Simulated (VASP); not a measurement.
Here is a VASP 6.6.1 calculation.

File INCAR:

```
PREC = Accurate ; ENCUT = 520
EDIFF = 1E-7 ; ISMEAR = 0
SIGMA = 0.05 ; LREAL = F
LASPH = T ; NELM = 100
ALGO = Normal ; ISIF = 2
LWAVE = F ; LCHARG = F
GGA = PE ; NBANDS = 16
```

KPOINTS

```
regular mesh
0
Gamma
  12 12 6
```

The input POSCAR:

```
SiC
1.0
    3.0650400263      0.0000000000      0.0000000000
   -1.5325200132      2.6544025264      0.0000000000
    0.0000000000      0.0000000000      5.1636729323
Si C
2 2
Direct
    0.3333333333      0.6666666667      0.0045639005
    0.6666666667      0.3333333333      0.5045639005
    0.3333333333      0.6666666667      0.3804360995
    0.6666666667      0.3333333333      0.8804360995
```

Potentials or basis: VASP PAW PBE potentials, release 64 (Si, C).

The run is started by

```sh
$ cat potpaw_PBE.64/Si/POTCAR potpaw_PBE.64/C/POTCAR > POTCAR
$ mpirun -np 1 vasp_std > vasp.out
```

Task: Estimate the largest force.

Result: 0.204 eV/Å.

Task: Predict the pressure.

Result: 0.2 GPa.

Stress tensor (GPa, compression positive):
```
 4.87  0.00  0.00
 0.00  4.87  0.00
 0.00  0.00 -9.01
```
